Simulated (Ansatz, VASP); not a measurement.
## KF in VASP and in Ansatz

The input INCAR:

```
SYSTEM = KF
PREC = Accurate
ENCUT = 520
EDIFF = 1E-6
ISMEAR = -5
SIGMA = 0.05
LREAL = .FALSE.
LASPH = .TRUE.
NELM = 60
ALGO = Normal
ISIF = 2
LWAVE = .FALSE.
LCHARG = .FALSE.
GGA = PE
IVDW = 13
NBANDS = 15
```

File KPOINTS:

```
regular mesh
0
G
  7 7 7
  0 0 0
```

Contents of POSCAR:

```
KF
1.0
   -0.0437600000      2.6986430000      2.6667490000
    2.6557950000      0.0112210000      2.6117680000
    2.6821390000      2.6700060000     -0.0151230000
K F
1 1
Direct
    0.0000000000      0.0000000000      0.0000000000
    0.5000000000      0.5000000000      0.5000000000
```

input.yaml

```yaml
crystal:
  lattice:
    - [-0.04376, 2.698643, 2.666749]
    - [2.655795, 0.011221, 2.611768]
    - [2.682139, 2.670006, -0.015123]
  atoms:
    - { symbol: K, position: [0.0, 0.0, 0.0] }
    - { symbol: F, position: [0.5, 0.5, 0.5] }
hamiltonian:
  xc: pbe
  pseudopotentials: { kind: paw, core: large }
  dispersion: d4
kpoints:
  mp_grid: { grid: [7, 7, 7] }
scf:
  occupations: { method: tetrahedron }
output:
  forces: true
  stress: true
  write_density: true
  write_potential: true
  elf: true
  volumetric_format: npy
```

Change from the starting cell: cell strained at random at fixed volume.

Alike in both runs: functional PBE; dispersion D4; k mesh 7 × 7 × 7; occupations tetrahedron; no spin polarisation.

```csv
,VASP,Ansatz
version,VASP 6.6.1,Ansatz 0.2.0
potentials or method,"VASP PAW PBE potentials, release 64 (K_sv, F)",Ansatz PAW
plane-wave cutoff (eV),520,420
valence electrons in the cell,16,16
task,single point,electron localisation function
```

|  | VASP | Ansatz | Ansatz less VASP |
| --- | --- | --- | --- |
| gap on the k mesh at the Fermi level (eV) | 6.14 | 6.16 | +0.017 |
| least direct gap on the mesh (eV) | 6.14 | 6.16 | +0.017 |
| pressure (GPa) | 0.8 | 0.8 | -0.04 |
| traceless stress, the component that is largest in VASP (GPa) | 0.58 | 0.56 | -0.023 |

Noted on Ansatz's run: odd divisions of the mesh miss points on the zone boundary, where band edges often lie, so the gap on the mesh can be too wide.
